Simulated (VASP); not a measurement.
# LiMg15O16 (a cell with a defect) in VASP: single point with PBE

Aim: the single point of LiMg15O16 (a cell with a defect) with PBE.

Program: VASP 6.6.1. These are calculated values, not measurements. Logs are shortened: lines on timing, memory, paths and dates and some standing lists are left out, and cuts for length are marked.

### 1 The cell of the first run

The cell holds a defect, 32 atoms: a = 7.367 Å, b = 7.367 Å, c = 7.367 Å, α = 109.47°, β = 109.47°, γ = 109.47°.

### 2 Single point, PBE

INCAR reads:

```
ALGO = Normal ; EDIFF = 1E-6
ENCUT = 520 ; GGA = PE
ISIF = 2 ; ISMEAR = 0
LASPH = T ; LCHARG = F
LREAL = Auto ; LWAVE = F
NBANDS = 86 ; NELECT = 130.0
NELM = 60 ; PREC = Accurate
SIGMA = 0.01
```

KPOINTS reads:

```
Automatic mesh
0
Gamma
  2 2 2
  0.5 0.5 0.5
```

POSCAR reads:

```
LiMg15O16
1.0
    4.2535896556     -4.2535896556      4.2535896556
   -4.2535896556     -4.2535896556     -4.2535896556
    4.2535896556      4.2535896556     -4.2535896556
Li Mg O
1 15 16
Direct
    0.2497710645      0.2496043304      0.5001751842
    0.4977662243      0.2501428168      0.2532974697
    0.4977572871      0.0027242552      0.5006816393
    0.7503876881      0.2501007495      0.0006965474
    0.7555084705      0.0026699853      0.2532444822
    0.7504131398      0.7501437213      0.5006838834
    0.0029722001      0.2501416407      0.7480751920
    0.0029150456      1.0026711770      0.0057977953
    0.0029563759      0.7552443080      0.2532436816
    0.0029496199      0.4975223695      0.5006854901
    0.2504313904      0.0027115630      0.7480831060
    0.2503430997      0.7501224843      0.0006679211
    0.2504053868      0.4975226743      0.2533036826
    0.4976947753      0.7448223825      0.7480058247
    0.4976825336      0.4974365433     -0.0046694923
    0.7450787057      0.4974436676      0.7480097750
    0.5062398013      0.2500617026      0.7565345175
    0.7503677671      0.2501421764      0.5006995459
    0.7503822641      0.0001467999      0.7506741074
   -0.0053854904      0.2501313628      0.2449154437
   -0.0054058802     -0.0056545761      0.5006753168
    0.0004046482      0.7501101281      0.7506621117
    0.2503712078      0.2500948592      0.0006509855
    0.2503486011     -0.0057017720      0.2448747985
    0.2503830371      0.7501284595      0.5007013102
    0.2503243721      0.5059851836      0.7565039658
    0.5003761329      0.0001214923      0.0006817459
    0.5003782756      0.7501704413      0.2507011150
    0.5062835154      0.5059945719      0.5006838455
    0.7503554413      0.7500755325      0.0006237048
    0.7504375497      0.5001168330      0.2507167267
    0.0004077024      0.5001295070      0.0007142265
```

Potentials or basis: VASP PAW PBE potentials, release 64 (Li_sv, Mg, O).

Started as:

```bash
$ cat potpaw_PBE.64/Li_sv/POTCAR potpaw_PBE.64/Mg/POTCAR potpaw_PBE.64/O/POTCAR > POTCAR
$ mpirun -np 1 vasp_std > vasp.out
```

OUTCAR:

```text
EDIFF = 1E-6
   ENCUT = 520
   GGA = PE
   ISIF = 2
   ISMEAR = 0
   LASPH = T
   LREAL = Auto
   NELECT = 130.0
   NELM = 60
   PREC = Accurate

 ion  position               nearest neighbor table
   1  0.250  0.250  0.500-  21 2.17  20 2.17  24 2.17  26 2.18  17 2.18  29 2.18   5 2.97   9 2.97
                             8 2.97   7 2.98  10 2.98  13 2.98  11 2.98   3 2.98   2 2.98  15 2.98
   2  0.498  0.250  0.253-  29 2.11  24 2.11  23 2.13  18 2.13  31 2.15  27 2.15  16 2.98  13 2.98
                             3 2.98   8 2.98   1 2.98   6 3.01  12 3.01   4 3.04  10 3.04   5 3.04
   3  0.498  0.003  0.501-  17 2.11  24 2.11  25 2.13  18 2.13  28 2.15  19 2.15  16 2.98  11 2.98
                             9 2.98   2 2.98   1 2.98  12 3.01   4 3.01   6 3.04   5 3.04  13 3.04
   4  0.750  0.250  0.001-  17 2.08  20 2.08  19 2.13  27 2.13  31 2.13  32 2.13   8 3.01  11 3.01
                             5 3.01  10 3.01   3 3.01  13 3.01  16 3.01  15 3.01   9 3.04   7 3.04
   5  0.756  0.003  0.253-  21 2.11  20 2.11  30 2.13  18 2.13  28 2.15  27 2.15   1 2.97   7 2.98
                            10 2.98   8 2.98   9 2.98   6 3.01   4 3.01  12 3.04   3 3.04   2 3.04
   6  0.750  0.750  0.501-  29 2.08  21 2.08  22 2.13  31 2.13  19 2.13  28 2.13   5 3.01   9 3.01
                             7 3.01   2 3.01  13 3.01  11 3.01  16 3.01  14 3.01   8 3.04  10 3.04
   7  0.003  0.250  0.748-  26 2.11  21 2.11  18 2.13  23 2.13  19 2.15  32 2.15   1 2.98  15 2.98
                            10 2.98   5 2.98  11 2.98  12 3.01   6 3.01   4 3.04   8 3.04  16 3.04
   8  0.003  0.003  0.006-  20 2.11  24 2.11  30 2.13  23 2.13  19 2.15  22 2.15   1 2.97   2 2.98
                            13 2.98   5 2.98   9 2.98   4 3.01  12 3.01   6 3.04   7 3.04  14 3.04
   9  0.003  0.755  0.253-  24 2.11  21 2.11  25 2.13  30 2.13  32 2.15  31 2.15   1 2.97   3 2.98
[... 17 lines left out ...]
  19  0.750  0.000  0.751-   4 2.13   6 2.13   8 2.15   7 2.15   3 2.15  14 2.15
  20  0.995  0.250  0.245-   4 2.08  13 2.11  10 2.11   8 2.11   5 2.11   1 2.17
  21  0.995  0.994  0.501-   6 2.08   7 2.11   5 2.11  11 2.11   9 2.11   1 2.17
  22  0.000  0.750  0.751-  12 2.13   6 2.13  10 2.15   8 2.15  11 2.15  16 2.15
[... 8 lines left out ...]
  31  0.750  0.500  0.251-   4 2.13   6 2.13  10 2.15   9 2.15   2 2.15  15 2.15
  32  0.000  0.500  0.001-  12 2.13   4 2.13   9 2.15   7 2.15  13 2.15  16 2.15

  LATTYP: Found a body centered cubic cell.
 ALAT       =     8.5071793112

  Lattice vectors:

 A1 = (   4.2535896556,  -4.2535896556,   4.2535896556)
 A2 = (  -4.2535896556,  -4.2535896556,  -4.2535896556)
 A3 = (   4.2535896556,   4.2535896556,  -4.2535896556)

Analysis of symmetry for initial positions (statically):
=====================================================================
 Subroutine PRICEL returns:
 Original cell was already a primitive cell.

 Routine SETGRP: Setting up the symmetry group for a
 body centered cubic supercell.

 Subroutine GETGRP returns: Found  1 space group operations
 (whereof  1 operations were pure point group operations)
 out of a pool of 48 trial point group operations.

The static configuration has the point symmetry C_1 .

[... 169 lines left out ...]
   IMIX   =      4    mixing-type and parameters
     AMIX     =   0.40;   BMIX     =  1.00
     AMIX_MAG =   1.60;   BMIX_MAG =  1.00
  volume/ion in A,a.u.               =       9.62        64.92
  Fermi-wavevector in a.u.,A,eV,Ry     =   1.228232  2.321022 20.525117  1.508554
  Thomas-Fermi vector in A             =   2.363165
   LORBIT       =      0    0 simple, 1 ext, 2 COOP (PROOUT), +10 PAW based schemes
   GGA     = PE    functional components
   LHFCALC =     F    Hartree Fock is set to
   AEXX    =    0.0000 exact exchange contribution
   IVDW    =     0    specifies the selected vdW correction
   LEPSILON=     F    determine dielectric tensor
   LRPA    =     F    only Hartree local field effects (RPA)
 non-spin polarized calculation
 Gauss-broadening in eV      SIGMA  =   0.01
  energy-cutoff  :      520.00
  volume of cell :      307.84
 maximum number of plane-waves:      8280
 NGX is ok and might be reduce to    54
   NGX = 27   NGY = 27   NGZ = 27

 number of electron     130.0000040 magnetization

 Free energy of the ion-electron system (eV)
  ---------------------------------------------------
  ext. energy  EPLUGINS =         0.00000000
  ---------------------------------------------------
  free energy    TOTEN  =      -184.94376417 eV

  energy without entropy =     -184.94376417  energy(sigma->0) =     -184.94376417

 E-fermi :   2.7925     XC(G=0): -10.8984

 val. band max:        2.6947498330   @ k =   0.2500   0.2500   0.2500
 cond. band min:       8.5654767449   @ k =   0.2500   0.2500  -0.2500
 fundamental gap:      5.8707269119
 Fermi energy:         2.7924903263

 k-point     1 :       0.2500    0.2500    0.2500
  band No.  band energies     occupation
      1     -39.9247      2.00000
      2     -13.7600      2.00000
      3     -13.7598      2.00000
      4     -13.7596      2.00000
      5     -13.6180      2.00000
      6     -13.0826      2.00000
[... 309 lines left out ...]
     76      12.5340      0.00000
     77      12.8400      0.00000
 [bands above 77 left out]

------------------------ aborting loop because EDIFF is reached ----------------------------------------

  FORCE on cell =-STRESS in cart. coord.  units (eV):
  Direction    XX          YY          ZZ          XY          YZ          ZX
  --------------------------------------------------------------------------------------
  -------------------------------------------------------------------------------------
  Total        5.0431847      5.0413955      5.0434707      0.0006137      0.0002403      0.0003630
  in kB       26.2475453     26.2382334     26.2490334      0.0031938      0.0012506      0.0018892
  external PRESSURE =      26.2449374 kB  Pullay stress =       0.0000000 kB

 VOLUME and BASIS-vectors are now :
 -----------------------------------------------------------------------------
  energy-cutoff  :      520.00
  volume of cell :      307.84
      direct lattice vectors                 reciprocal lattice vectors
     4.253589656 -4.253589656  4.253589656     0.117547775 -0.117547775  0.000000000
    -4.253589656 -4.253589656 -4.253589656     0.000000000 -0.117547775 -0.117547775
     4.253589656  4.253589656 -4.253589656     0.117547775  0.000000000 -0.117547775

 POSITION                                       TOTAL-FORCE (eV/Angst)
 -----------------------------------------------------------------------------------
      2.12825      0.00340     -2.12683         0.006717     -0.004964     -0.004080
      2.13071     -2.10387     -0.02414         0.001777     -0.000752      0.000699
      4.23536      0.00085     -0.02403         0.003681      0.000010     -0.000660
      2.13098     -4.25270      2.12505         0.001043     -0.000611      0.000067
      4.27946     -2.14778      2.12507         0.001549      0.000761     -0.001210
      2.13085     -4.25305     -2.12856        -0.000044     -0.000061      0.000175
[... 24 lines left out ...]
      2.13121     -4.25290     -0.00168        -0.008126     -0.000568      0.000682
     -2.12257     -2.12604     -2.12865        -0.004354      0.000246      0.001908
 -----------------------------------------------------------------------------------
    total drift:                               -0.053548     -0.010067      0.025779

  FREE ENERGIE OF THE ION-ELECTRON SYSTEM (eV)
  ---------------------------------------------------
  free  energy   TOTEN  =      -184.9437641724 eV

  energy  without entropy=     -184.9437641724  energy(sigma->0) =     -184.94376417
```

OSZICAR:

```text
N       E                     dE             d eps       ncg     rms          rms(c)
DAV:   1     0.761758909131E+03    0.76176E+03   -0.64217E+04   704   0.141E+03
DAV:   2    -0.147217438477E+03   -0.90898E+03   -0.88279E+03   830   0.307E+02
DAV:   3    -0.209642587913E+03   -0.62425E+02   -0.62141E+02   876   0.844E+01
DAV:   4    -0.211014613891E+03   -0.13720E+01   -0.13672E+01  1024   0.107E+01
DAV:   5    -0.211068911718E+03   -0.54298E-01   -0.54284E-01   976   0.134E+00    0.292E+01
DAV:   6    -0.185120515158E+03    0.25948E+02   -0.12117E+02   778   0.343E+01    0.917E+00
DAV:   7    -0.185073346971E+03    0.47168E-01   -0.31472E+00   792   0.581E+00    0.563E+00
DAV:   8    -0.184965627075E+03    0.10772E+00   -0.69913E-01   816   0.414E+00    0.110E+00
DAV:   9    -0.184942295753E+03    0.23331E-01   -0.75050E-02   848   0.107E+00    0.417E-01
DAV:  10    -0.184944648372E+03   -0.23526E-02   -0.40431E-02   800   0.686E-01    0.277E-01
DAV:  11    -0.184943778506E+03    0.86987E-03   -0.32861E-03   832   0.253E-01    0.105E-01
DAV:  12    -0.184943786654E+03   -0.81483E-05   -0.14865E-03   800   0.138E-01    0.351E-02
DAV:  13    -0.184943763574E+03    0.23080E-04   -0.13947E-04   872   0.573E-02    0.592E-03
DAV:  14    -0.184943765415E+03   -0.18408E-05   -0.30399E-05   800   0.202E-02    0.947E-03
DAV:  15    -0.184943764405E+03    0.10094E-05   -0.78007E-06   760   0.101E-02    0.368E-03
DAV:  16    -0.184943764172E+03    0.23279E-06   -0.15958E-06   440   0.527E-03
   1 F= -.18494376E+03 E0= -.18494376E+03  d E =-.898521E-44
```

stdout:

```text
POSCAR found type information on POSCAR LiMgO
 POSCAR found :  3 types and      32 ions
 scaLAPACK will be used
 LDA part: xc-table for (Slater+PW92), standard interpolation
 POSCAR, INCAR and KPOINTS ok, starting setup
 FFT: planning ... GRIDC
 FFT: planning ... GRID_SOFT
 FFT: planning ... GRID
 WAVECAR not read
 entering main loop
 the old and the new charge density differ
 old charge density:   129.00000 new  130.00000
    0.292E+01
```

It used 1100 s of CPU time on 1 thread of AMD EPYC 7R13 Processor (Zen 3), with other jobs on the host.

What came out:

```yaml
Free_energy: -184.9438 eV
Largest_force: 0.016 eV/Å
```

Forces in eV/Å, atoms in the order of the input:
```
Li   0.007 -0.005 -0.004
Mg   0.002 -0.001  0.001
Mg   0.004  0.000 -0.001
Mg   0.001 -0.001  0.000
Mg   0.002  0.001 -0.001
Mg   0.000  0.000  0.000
Mg   0.001  0.001 -0.002
Mg   0.003  0.000  0.000
Mg   0.001  0.001 -0.002
Mg   0.003  0.000 -0.001
Mg   0.001  0.002 -0.002
Mg   0.002  0.000 -0.001
Mg   0.001 -0.002  0.000
Mg   0.003 -0.002 -0.002
Mg   0.006  0.000 -0.004
Mg   0.004 -0.001 -0.001
O    0.011 -0.001 -0.003
O   -0.003  0.000  0.004
O   -0.001  0.001  0.003
O   -0.016  0.002  0.001
O    0.000  0.015  0.001
O   -0.005  0.000 -0.002
O   -0.003 -0.001  0.000
O   -0.001  0.000  0.015
O   -0.004 -0.001  0.004
O    0.005  0.001 -0.011
O   -0.001  0.000  0.001
O   -0.002  0.000  0.006
O   -0.003 -0.010 -0.001
O   -0.003  0.001 -0.001
O   -0.008 -0.001  0.001
O   -0.004  0.000  0.002
```

Caveat: the cell carries a net charge on a neutralising background, which shifts energy and pressure; the cell is charged against a uniform background, so pressure and absolute levels hang on convention; the cutoff is under 1.25 times the usual one of these potentials, so pressure, stress and relaxed cells hold a basis-set (Pulay) error.
